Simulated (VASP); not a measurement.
Here is a VASP 6.6.1 calculation.

Contents of INCAR:

```
PREC     = Accurate       # precision mode
ENCUT    = 520            # plane-wave cutoff, eV
EDIFF    = 1E-6           # SCF threshold, eV
ISMEAR   = 0              # smearing method
SIGMA    = 0.15           # smearing width, eV
LREAL    = F              # projectors in reciprocal space
LASPH    = T              # aspherical terms in the spheres
NELM     = 100            # most SCF steps
ALGO     = Normal         # electronic algorithm
ISIF     = 2              # what is computed and relaxed
LWAVE    = F              # write WAVECAR
LCHARG   = T              # write CHGCAR
GGA      = PS             # functional
LELF     = T              # ELF
LVHAR    = T            
NBANDS   = 37             # bands
```

KPOINTS

```
Automatic mesh
0
Gamma
  10 10 10
```

File POSCAR:

```
Ta4C3
1.0
    4.4026022057      0.0000000000      0.0000000000
    0.0000000000      4.4026022057      0.0000000000
    0.0000000000      0.0000000000      4.4026022057
Ta C
4 3
Direct
   -0.0204424556      0.5000000000      0.5000000000
    0.5053816421      0.0000000000      0.5000000000
    0.5053816421      0.5000000000      0.0000000000
    0.0087834596      0.0000000000      0.0000000000
    0.5039215033      0.0000000000      0.0000000000
    0.0047862775      0.5000000000      0.0000000000
    0.0047862775      0.0000000000      0.5000000000
```

Potentials or basis: VASP PAW PBE potentials, release 64 (Ta_pv, C).

Run with:

```console
$ cat potpaw_PBE.64/Ta_pv/POTCAR potpaw_PBE.64/C/POTCAR > POTCAR
$ mpirun -np 1 vasp_std > vasp.out
```

Predict the band gap on the k mesh.

zero (bands 28 and 29 overlap by 0.99 eV).

What does it give for the pressure?

1.0 GPa.

Forces on the atoms (eV/Å):
```
Ta   0.697  0.000  0.000
Ta  -0.183  0.000  0.000
Ta  -0.183  0.000  0.000
Ta  -0.320  0.000  0.000
C   -0.003  0.000  0.000
C   -0.004  0.000  0.000
C   -0.004  0.000  0.000
```

Caveat: the cell differs from its parent crystal (atoms displaced along a vibrational mode); the PAW data sets were made with another functional, which shifts forces and pressure a little; spin-orbit coupling is left out, which moves the levels of the heavy elements.
